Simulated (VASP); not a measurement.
A run of VASP 6.6.1 is set up as follows.

The input INCAR:

```
SYSTEM = SnO2
PREC     = Accurate       ! precision mode
ENCUT    = 520            ! plane-wave cutoff, eV
EDIFF    = 1E-6           ! SCF threshold, eV
ISMEAR   = 0              ! smearing method
SIGMA    = 0.05           ! smearing width, eV
LREAL    = .False.        ! projectors in reciprocal space
LASPH    = .True.         ! aspherical terms in the spheres
NELM     = 100            ! most SCF steps
ALGO     = Normal         ! electronic algorithm
ISIF     = 2              ! what is computed and relaxed
LWAVE    = .False.        ! write WAVECAR
LCHARG   = .False.        ! write CHGCAR
GGA      = PE             ! functional
IVDW     = 12             ! dispersion correction
NBANDS   = 64             ! bands
```

File KPOINTS:

```
Automatic mesh
0
Gamma
  6 6 6
  0 0 0
```

The input POSCAR:

```
SnO2
1.0
    3.2373377712      1.8690778337      4.2908446647
   -3.2373377712      1.8690778337      4.2908446647
    0.0000000000     -3.7381556673      4.2908446647
Sn O
4 8
Direct
    0.8611627018      0.8665870361      0.8665870359
    0.3612019150      0.3665827240      0.8665912355
    0.3612019150      0.8665912357      0.3665827238
    0.8611761870      0.3665906667      0.3665906665
    0.1222292571      0.6206172443      0.6206172562
    0.6222502795      0.1206734319      0.6206335629
    0.6222502795      0.6206335510      0.1206734438
    0.6340259957      0.5955930264      0.5955930163
    0.1222416738      0.1206594863      0.1206594982
    0.1340737423      0.0955351563      0.5955735529
    0.1340737423      0.5955735629      0.0955351463
    0.6340422647      0.0955668981      0.0955668881
```

Potentials or basis: VASP PAW PBE potentials, release 64 (Sn_d, O).

Command:

```bash
$ cat potpaw_PBE.64/Sn_d/POTCAR potpaw_PBE.64/O/POTCAR > POTCAR
$ mpirun -np 1 vasp_std > vasp.out
```

Problem. Estimate the largest force.

Solution. 1.990 eV/Å.

Problem. Estimate the band gap on the k mesh.

Solution. 1.53 eV.

Problem. Estimate the pressure.

Solution. 2.6 GPa.

Forces in eV/Å, atoms in the order of the input:
```
Sn   1.591  0.919 -0.405
Sn   1.583  0.917 -0.406
Sn   1.585  0.912 -0.406
Sn   1.587  0.916 -0.400
O    0.080  0.046 -0.089
O    0.081  0.045 -0.093
O    0.080  0.047 -0.093
O   -1.663 -0.960  0.495
O    0.081  0.047 -0.092
O   -1.669 -0.963  0.496
O   -1.669 -0.964  0.496
O   -1.666 -0.962  0.496
```

Caveat: the cell differs from its parent crystal (atoms displaced along a vibrational mode); spin-orbit coupling is left out, which moves the levels of the heavy elements; forces of over 1 eV/Å act on the atoms, so gaps and moduli don't describe the material at rest.
